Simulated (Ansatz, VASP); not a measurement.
**Tl: VASP beside Ansatz**

File INCAR:

```
PREC = Accurate ; ENCUT = 520
EDIFF = 1E-6 ; ISMEAR = 0
SIGMA = 0.1 ; LREAL = False
LASPH = True ; NELM = 100
ALGO = Normal ; ISIF = 2
LWAVE = False ; LCHARG = False
GGA = PE ; NBANDS = 12
```

Contents of KPOINTS:

```
regular mesh
0
Gamma
  6 6 6
```

Contents of POSCAR:

```
Tl
1.0
    2.0192345800     -2.3680488500      0.0000000000
    2.0192345800      2.3680488500      0.0000000000
    0.0000000000      0.0000000000      2.9407406900
Tl
1
Direct
    0.0000000000      0.0000000000      0.0000000000
```

Input for Ansatz:

```yaml
crystal:
  lattice:
    - [2.01923458, -2.36804885, 0.0]
    - [2.01923458, 2.36804885, 0.0]
    - [0.0, 0.0, 2.94074069]
  atoms:
    - { symbol: Tl, position: [0.0, 0.0, 0.0] }
basis:
  ecutwfc: 420
kpoints:
  mp_grid: { grid: [6, 6, 6] }
hamiltonian:
  xc: pbe
scf:
  occupations: { method: gaussian, width: 0.1 }
  lower_state_search: "off"
output:
  forces: true
  stress: true
  eigenvalues: true
```

Alike in both runs: task single point; functional PBE; k mesh 6 × 6 × 6; occupations gaussian, width 0.1 eV; no spin polarisation.

```csv
,VASP,Ansatz
version,VASP 6.6.1,Ansatz 0.2.0
potentials or method,"VASP PAW PBE potentials, release 64 (Tl_d), cutoff 520 eV","scalar-relativistic, plane waves, PAW"
valence electrons in the cell,13,13
```

Ansatz gave:

| Property | Result |
| --- | --- |
| gap on the k mesh at the Fermi level (eV) | none |
| pressure (GPa) | 7.5 |
| traceless stress, the component that is largest in VASP (GPa) | -1.12 |

Question: Which values does VASP return?

Answer: gap on the k mesh at the Fermi level (eV): none; pressure (GPa): 7.5; traceless stress, the component that is largest in VASP (GPa): -1.13.

A gap of «none» marks a metal or a gap that the smearing closes.

Neither program's run includes spin-orbit coupling.
